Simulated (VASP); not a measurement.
# Zn (P6_3/mmc) in VASP: further runs

The runs below take Zn through electric field gradients, with PBE, LDA, r2SCAN.

All numbers are computed with VASP 6.6.1; they aren't measurements. Logs are shortened: lines on timing, memory, paths and dates and some standing lists are left out, and cuts for length are marked.

## (1) The cell of the first run

Symmetry: P6_3/mmc, No. 194, hexagonal system. The conventional cell has a = 2.665 Å, b = 2.665 Å, c = 4.947 Å, α = 90.00°, β = 90.00°, γ = 120.00°. Within 3.5 Å of Zn (site symmetry -6m2) lie 12 Zn at 2.66 to 2.91 Å.

## (2) Electric field gradients, PBE

INCAR

```
SYSTEM = Zn
PREC     = Accurate       ! precision mode
ENCUT    = 520            ! plane-wave cutoff, eV
EDIFF    = 1E-8           ! SCF threshold, eV
ISMEAR   = -1             ! smearing method
SIGMA    = 0.05           ! smearing width, eV
LREAL    = .FALSE.        ! projectors in reciprocal space
LASPH    = .TRUE.         ! aspherical terms in the spheres
NELM     = 80             ! most SCF steps
ALGO     = Normal         ! electronic algorithm
ISIF     = 2              ! what is computed and relaxed
LWAVE    = .FALSE.        ! write WAVECAR
LCHARG   = .FALSE.        ! write CHGCAR
GGA      = PE             ! functional
LEFG     = .TRUE.       
NBANDS   = 19             ! bands
```

KPOINTS

```
Automatic mesh
0
G
  14 14 7
  0 0 0
```

POSCAR

```
Zn
1.0
    2.6647980532      0.0000000000      0.0000000000
   -1.3323990266      2.3077828100      0.0000000000
    0.0000000000      0.0000000000      4.9467000000
Zn
2
Direct
    0.3333333333      0.6666666667      0.2500000000
    0.6666666667      0.3333333333      0.7500000000
```

Potentials or basis: VASP PAW PBE potentials, release 64 (Zn).

The run is started by

```console
> cat potpaw_PBE.64/Zn/POTCAR > POTCAR
> mpirun -np 1 vasp_std > vasp.out
```

OUTCAR:

```text
SYSTEM = Zn
   PREC = Accurate
   ENCUT = 520
   EDIFF = 1E-8
   ISMEAR = -1
   LREAL = .FALSE.
   LASPH = .TRUE.
   NELM = 80
   ISIF = 2
   GGA = PE

 ion  position               nearest neighbor table
   1  0.333  0.667  0.250-   2 2.91   2 2.91   2 2.91   2 2.91   2 2.91   2 2.91
   2  0.667  0.333  0.750-   1 2.91   1 2.91   1 2.91   1 2.91   1 2.91   1 2.91

  LATTYP: Found a hexagonal cell.
 ALAT       =     2.6647980532
 C/A-ratio  =     1.8563132745

  Lattice vectors:

 A1 = (   2.6647980532,   0.0000000000,   0.0000000000)
 A2 = (  -1.3323990266,   2.3077828100,   0.0000000000)
 A3 = (   0.0000000000,   0.0000000000,   4.9467000000)

Analysis of symmetry for initial positions (statically):
=====================================================================
 Subroutine PRICEL returns:
 Original cell was already a primitive cell.

 Routine SETGRP: Setting up the symmetry group for a
 hexagonal supercell.

 Subroutine GETGRP returns: Found 24 space group operations
 (whereof 12 operations were pure point group operations)
 out of a pool of 24 trial point group operations.

The static configuration has the point symmetry D_3d.
 The point group associated with its full space group is D_6h.

Analysis of symmetry for dynamics (positions and initial velocities):
=====================================================================
 Subroutine PRICEL returns:
 Original cell was already a primitive cell.

 Routine SETGRP: Setting up the symmetry group for a
 hexagonal supercell.

 Subroutine GETGRP returns: Found 24 space group operations
 (whereof 12 operations were pure point group operations)
 out of a pool of 24 trial point group operations.

The dynamic configuration has the point symmetry D_3d.
 The point group associated with its full space group is D_6h.

 Subroutine INISYM returns: Found 24 space group operations
 (whereof 12 operations are pure point group operations),
 and found     1 'primitive' translations

----------------------------------------------------------------------------------------

                                     Primitive cell

  volume of cell :      30.4211

  direct lattice vectors                    reciprocal lattice vectors
     2.664798053  0.000000000  0.000000000     0.375262958  0.216658170  0.000000000
    -1.332399027  2.307782810  0.000000000     0.000000000  0.433316340  0.000000000
     0.000000000  0.000000000  4.946700000     0.000000000  0.000000000  0.202154972

  length of vectors
     2.664798053  2.664798053  4.946700000     0.433316340  0.433316340  0.202154972

  position of ions in fractional coordinates (direct lattice)
     0.333333333  0.666666667  0.250000000
     0.666666667  0.333333333  0.750000000

  ion indices of the primitive-cell ions
   primitive index   ion index
                 1           1
                 2           2

----------------------------------------------------------------------------------------

 KPOINTS: Automatic mesh

Automatic generation of k-mesh.
 Grid dimensions read from file:
 generate k-points for:   14   14    7

 Generating k-lattice:

  Cartesian coordinates                     Fractional coordinates (reciprocal lattice)
     0.026804497  0.015475584  0.000000000     0.071428571  0.000000000  0.000000000
     0.000000000  0.030951167  0.000000000     0.000000000  0.071428571  0.000000000
     0.000000000  0.000000000  0.028879282     0.000000000  0.000000000  0.142857143

  Length of vectors
     0.030951167  0.030951167  0.028879282

  Shift w.r.t. Gamma in fractional coordinates (k-lattice)
     0.000000000  0.000000000  0.000000000

 Subroutine IBZKPT returns following result:
 ===========================================

 Found     96 irreducible k-points:

 Following reciprocal coordinates:
            Coordinates               Weight
  0.000000  0.000000  0.000000      1.000000
  0.071429  0.000000  0.000000      6.000000
  0.142857  0.000000  0.000000      6.000000
  0.214286  0.000000  0.000000      6.000000
  0.285714 -0.000000  0.000000      6.000000
  0.357143 -0.000000  0.000000      6.000000
[... 16 lines left out ...]
  0.285714  0.285714  0.000000      6.000000
  0.357143  0.285714  0.000000      6.000000
 [... further k-points ...]
   k-points           NKPTS =     96   k-points in BZ     NKDIM =     96   number of bands    NBANDS=     19
   number of dos      NEDOS =    301   number of ions     NIONS =      2
   total plane-waves  NPLWV =  16000
   dimension x,y,z NGX =    20 NGY =   20 NGZ =   40
   dimension x,y,z NGXF=    40 NGYF=   40 NGZF=   80
   ions per type =               2
   NGX,Y,Z   is equivalent  to a cutoff of  12.48, 12.48, 13.44 a.u.
   NGXF,Y,Z  is equivalent  to a cutoff of  24.95, 24.95, 26.89 a.u.
 SYSTEM =  Zn
   PREC   = accura    normal or accurate (medium, high low for compatibility)
   ISTART =      0    job   : 0-new  1-cont  2-samecut
   ICHARG =      2    charge: 1-file 2-atom 10-const
   ISPIN  =      1    spin polarized calculation?
   LNONCOLLINEAR =      F non collinear calculations
   LSORBIT =      F    spin-orbit coupling
   LASPH  =      T    aspherical Exc in radial PAW
   ENCUT  =  520.0 eV  38.22 Ry    6.18 a.u.   4.95  4.95  9.20*2*pi/ulx,y,z
   NELM   =     80;   NELMIN=  2; NELMDL= -5     # of ELM steps
   EDIFF  = 0.1E-07   stopping-criterion for ELM
   LREAL  =      F    real-space projection
   EDIFFG = 0.1E-06   stopping-criterion for IOM
   NSW    =      0    number of steps for IOM
   IBRION =     -1    ionic relax: 0-MD 1-quasi-New 2-CG
   NFREE  =      0    steps in history (QN), initial steepest desc. (CG)
   ISIF   =      2    stress and relaxation
   ISYM   =      2    0-nonsym 1-usesym 2-fastsym
   POTIM  = 0.5000    time-step for ionic-motion
   TEBEG  =    0.0;   TEEND  =   0.0 temperature during run
   PSTRESS=    0.0 pullay stress
   NELECT =      24.0000    total number of electrons
   NUPDOWN=      -1.0000    fix difference up-down
   EMIN   =  10.00;   EMAX   =-10.00  energy-range for DOS
   EFERMI =   0.00;   METHOD = LEGACY
   ISMEAR =    -1;   SIGMA  =   0.05  broadening in eV -4-tet -1-fermi 0-gaus
   EFERMI_NEDOS =   21; number of points for ismear=-14 and -15
   IALGO  =     38    algorithm
   IMIX   =      4    mixing-type and parameters
     AMIX     =   0.40;   BMIX     =  1.00
     AMIX_MAG =   1.60;   BMIX_MAG =  1.00
  volume/ion in A,a.u.               =      15.21       102.65
  Fermi-wavevector in a.u.,A,eV,Ry     =   1.512703  2.858594 31.133805  2.288270
  Thomas-Fermi vector in A             =   2.622592
   LORBIT       =      0    0 simple, 1 ext, 2 COOP (PROOUT), +10 PAW based schemes
   GGA     = PE    functional components
   LHFCALC =     F    Hartree Fock is set to
   AEXX    =    0.0000 exact exchange contribution
   IVDW    =     0    specifies the selected vdW correction
   LEPSILON=     F    determine dielectric tensor
   LRPA    =     F    only Hartree local field effects (RPA)
 non-spin polarized calculation
  energy-cutoff  :      520.00
  volume of cell :       30.42
 maximum number of plane-waves:       841
 NGX is ok and might be reduce to    20
   NGX =  9   NGY =  9   NGZ = 19

 number of electron      24.0000012 magnetization

 Free energy of the ion-electron system (eV)
  ---------------------------------------------------
  ext. energy  EPLUGINS =         0.00000000
  ---------------------------------------------------
  free energy    TOTEN  =        -2.20831617 eV

  energy without entropy =       -2.20382044  energy(sigma->0) =       -2.20606831

 E-fermi :   3.0848     XC(G=0): -11.5521

 val. band max:        3.0733092167   @ k =   0.2143   0.0000   0.1429
 cond. band min:       3.0942368313   @ k =   0.2143   0.2143   0.0000
 fundamental gap:      0.0209276146
 Fermi energy:         3.0847954159

 k-point     1 :       0.0000    0.0000    0.0000
  band No.  band energies     occupation
      1      -7.2898      2.00000
      2      -5.4963      2.00000
      3      -4.8018      2.00000
      4      -4.5725      2.00000
      5      -4.5725      2.00000
      6      -4.5226      2.00000
[... 11 lines left out ...]
     18      22.1823      0.00000
     19      22.1824      0.00000

 k-point     2 :       0.0714    0.0000    0.0000
  band No.  band energies     occupation
      1      -7.1385      2.00000
      2      -5.4312      2.00000
      3      -4.7867      2.00000
      4      -4.5869      2.00000
      5      -4.5385      2.00000
      6      -4.5371      2.00000
[... 11 lines left out ...]
     18      21.1660      0.00000
     19      23.3048      0.00000

 k-point     3 :       0.1429    0.0000    0.0000
  band No.  band energies     occupation
      1      -6.6952      2.00000
      2      -5.2667      2.00000
      3      -4.7601      2.00000
      4      -4.6166      2.00000
      5      -4.5517      2.00000
      6      -4.4365      2.00000
[... 11 lines left out ...]
     18      19.9309      0.00000
     19      21.3614      0.00000

 k-point     4 :       0.2143    0.0000    0.0000
  band No.  band energies     occupation
      1      -6.0182      2.00000
      2      -5.1179      2.00000
      3      -4.7233      2.00000
      4      -4.6425      2.00000
      5      -4.5840      2.00000
      6      -4.4427      2.00000
[... 407 lines left out ...]
     18      12.5884      0.00000
     19      14.0766      0.00000

 k-point    23 :       0.2857    0.2857    0.0000
  band No.  band energies     occupation
      1      -4.9376      2.00000
      2      -4.8465      2.00000
      3      -4.7881      2.00000
      4      -4.6083      2.00000
      5      -4.5463      2.00000
      6      -4.5192      2.00000
[... 11 lines left out ...]
     18      10.9525      0.00000
     19      12.7380      0.00000

 k-point    24 :       0.3571    0.2857    0.0000
  band No.  band energies     occupation
      1      -4.9316      2.00000
      2      -4.8126      2.00000
      3      -4.7525      2.00000
      4      -4.5859      2.00000
      5      -4.5838      2.00000
      6      -4.5729      2.00000
[... 11 lines left out ...]
     18      10.3339      0.00000
     19      12.2857      0.00000

 [... further k-points ...]

------------------------ aborting loop because EDIFF is reached ----------------------------------------

  FORCE on cell =-STRESS in cart. coord.  units (eV):
  Direction    XX          YY          ZZ          XY          YZ          ZX
  --------------------------------------------------------------------------------------
  -------------------------------------------------------------------------------------
  Total        0.0818446      0.0818446     -0.1779598      0.0000000     -0.0000000      0.0000000
  in kB        4.3104797      4.3104797     -9.3725466      0.0000000     -0.0000000      0.0000000
  external PRESSURE =      -0.2505290 kB  Pullay stress =       0.0000000 kB

 VOLUME and BASIS-vectors are now :
 -----------------------------------------------------------------------------
  energy-cutoff  :      520.00
  volume of cell :       30.42
      direct lattice vectors                 reciprocal lattice vectors
     2.664798053  0.000000000  0.000000000     0.375262958  0.216658170  0.000000000
    -1.332399027  2.307782810  0.000000000     0.000000000  0.433316340  0.000000000
     0.000000000  0.000000000  4.946700000     0.000000000  0.000000000  0.202154972

 POSITION                                       TOTAL-FORCE (eV/Angst)
 -----------------------------------------------------------------------------------
     -0.00000      1.53852      1.23667        -0.000000     -0.000000     -0.000000
      1.33240      0.76926      3.71002         0.000000      0.000000      0.000000
 -----------------------------------------------------------------------------------
    total drift:                               -0.000000      0.000000      0.000000

  FREE ENERGIE OF THE ION-ELECTRON SYSTEM (eV)
  ---------------------------------------------------
  free  energy   TOTEN  =        -2.2083161736 eV

  energy  without entropy=       -2.2038204444  energy(sigma->0) =       -2.20606831

 Electric field gradients (V/A^2)
---------------------------------------------------------------------
 ion       V_xx      V_yy      V_zz      V_xy      V_xz      V_yz
---------------------------------------------------------------------
   1     -19.065   -19.058    38.123     0.006     0.000    -0.000
   2     -19.065   -19.058    38.123     0.006    -0.000     0.000
---------------------------------------------------------------------

 Electric field gradients after diagonalization (V/A^2)
 (convention: |V_zz| > |V_xx| > |V_yy|)
----------------------------------------------------------------------
 ion       V_xx      V_yy      V_zz     asymmetry (V_yy - V_xx)/ V_zz
----------------------------------------------------------------------
   1     -19.068   -19.055    38.123       0.000
   2     -19.068   -19.055    38.123       0.000
----------------------------------------------------------------------

           NMR quadrupolar parameters

 Cq : quadrupolar parameter    Cq=e*Q*V_zz/h
 eta: asymmetry parameters     (V_yy - V_xx)/ V_zz
 Q  : nuclear electric quadrupole moment in mb (millibarn)
----------------------------------------------------------------------
 ion       Cq(MHz)       eta       Q (mb)
----------------------------------------------------------------------
   1       0.092       0.000       1.000
   2       0.092       0.000       1.000
----------------------------------------------------------------------
```

Run time: 50 s. Hardware: 1 thread of Intel Xeon 8259CL, shared host; peak memory 0.17 GiB.

What came out:

```yaml
Free_energy: -2.2083 eV
Pressure: 0.0 GPa
Band_gap_on_the_k_mesh: zero (bands 12 and 13 overlap by 4.44 eV)
Largest_electric_field_gradient_by_atom: Zn +38.1 V/Å²
```

Stress tensor (GPa, compression positive):
```
 0.43  0.00  0.00
 0.00  0.43  0.00
 0.00  0.00 -0.94
```

Levels at points of the mesh, in eV from the Fermi level:
```csv
k point,band 10,band 11,band 12,band 13,band 14,band 15
"(0.00, 0.00, 0.00)",-7.07,-7.07,-3.61,-3.01,13.65,17.28
"(0.50, 0.00, 0.00)",-6.88,-2.81,-2.14,2.65,3.57,4.11
```

Electric field gradients, principal values (V/Å²):
```
atom    least   middle  greatest (by size)
1 Zn  -19.055  -19.068              38.123
2 Zn  -19.055  -19.068              38.123
```

Caveat: without QUAD_EFG the Cq values of the log hold for a quadrupole moment of 1 mb, not for the nuclei.

(Part 1 of 2 ends here.)
